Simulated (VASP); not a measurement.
Wanted: the native input for a VASP 6.6.1 run.

```yaml
Task: relaxation of the atoms
Functional: PBE
Potentials_or_basis: VASP PAW PBE potentials, release 64 (Ti_sv, N, H)
Cutoff: 520 eV
k_mesh: 9 × 9 × 1
Occupations: gaussian, width 0.1 eV
Spin: no spin polarisation
Dipole_correction: yes
Atoms_held_fixed_from_0: "[0, 1, 2, 3, 4, 5]"
Further_INCAR_settings: ALGO = Normal; EDIFF = 1e-06; IBRION = 2; EDIFFG = -0.025; NSW = 36
Atoms_held_along_some_axes_from_0: atom 6 along a and b
```

The structure of Ti3HN3 lies in POSCAR:

```
Ti3HN3
1.0
    3.0028555065      0.0000000000      0.0000000000
    0.0000000000      3.0028555065      0.0000000000
    0.0000000000      0.0000000000     19.7584945265
Ti N H
3 3 1
Selective dynamics
Direct
    0.5000000000      0.5000000000      0.2024445736  F F F
    0.0000000000      0.0000000000      0.3072496201  F F F
    0.5000000000      0.5000000000      0.4076776418  F F F
    0.0000000000      0.0000000000      0.2024445736  F F F
    0.5000000000      0.5000000000      0.3055678856  F F F
    0.0000000000      0.0000000000      0.4179718508  F F F
    0.5000000000      0.5000000000      0.4979638873  F F T
```

The input as run:

INCAR

```
PREC     = Accurate       # precision mode
ENCUT    = 520            # plane-wave cutoff, eV
EDIFF    = 1E-6           # SCF threshold, eV
ISMEAR   = 0              # smearing method
SIGMA    = 0.1            # smearing width, eV
LREAL    = False          # projectors in reciprocal space
LASPH    = True           # aspherical terms in the spheres
NELM     = 80             # most SCF steps
ALGO     = Normal         # electronic algorithm
ISIF     = 2              # what is computed and relaxed
LWAVE    = False          # write WAVECAR
LCHARG   = False          # write CHGCAR
LDIPOL   = True         
IDIPOL   = 3            
DIPOL    = 0.5 0.5 0.334
GGA      = PE             # functional
IBRION   = 2              # ionic algorithm
NSW      = 36             # ionic steps
EDIFFG   = -0.025         # ionic threshold
```

KPOINTS

```
regular mesh
0
Gamma
  9 9 1
```

Potentials or basis: VASP PAW PBE potentials, release 64 (Ti_sv, N, H).

The run is started by

```sh
$ cat potpaw_PBE.64/Ti_sv/POTCAR potpaw_PBE.64/N/POTCAR potpaw_PBE.64/H/POTCAR > POTCAR
$ mpirun -np 1 vasp_std > vasp.out
```

Results of the run:

```yaml
Energy_gained_by_relaxing: 1.0 meV/atom
Ionic_steps: 4
Band_gap_on_the_k_mesh: zero (bands 26 and 27 overlap by 1.63 eV)
```

Wall time 11 min on 1 thread of Oxide Virtual Turin-like Processor (shared host), peak memory 0.29 GiB.
